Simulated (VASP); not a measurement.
Input of a VASP 6.6.1 run:

INCAR

```
SYSTEM = MoP
PREC = Accurate ; ENCUT = 500
EDIFF = 1E-6 ; ISMEAR = -1
SIGMA = 0.08 ; LREAL = .FALSE.
LASPH = .TRUE. ; NELM = 200
ALGO = Normal ; ISIF = 2
LWAVE = .FALSE. ; LCHARG = .FALSE.
MAGMOM = 0 0 0 0 0 0 ; LORBIT = 11
LSORBIT = .TRUE. ; GGA_COMPAT = .FALSE.
LORBMOM = .TRUE. ; LMAXMIX = 4
GGA = PE ; NBANDS = 31
```

File KPOINTS:

```
Automatic mesh
0
G
  15 15 13
  0 0 0
```

File POSCAR:

```
MoP
1.0
    3.2230000535      0.0000000000      0.0000000000
   -1.6115000268      2.7911999227      0.0000000000
    0.0000000000      0.0000000000      3.1910000000
Mo P
1 1
Direct
    0.0000000000      0.0000000000      0.0000000000
    0.3333333333      0.6666666667      0.5000000000
```

Potentials or basis: VASP PAW PBE potentials, release 64 (Mo_sv, P).

The run is started by

```bash
$ cat potpaw_PBE.64/Mo_sv/POTCAR potpaw_PBE.64/P/POTCAR > POTCAR
$ mpirun -np 1 vasp_ncl > vasp.out
```

Q: What does it give for the pressure?

A: 2.9 GPa.

Q: Predict the net moment.

A: 0.00 μB per cell.

Stress tensor (GPa, compression positive):
```
3.11 0.00 0.00
0.00 3.11 0.00
0.00 0.00 2.49
```
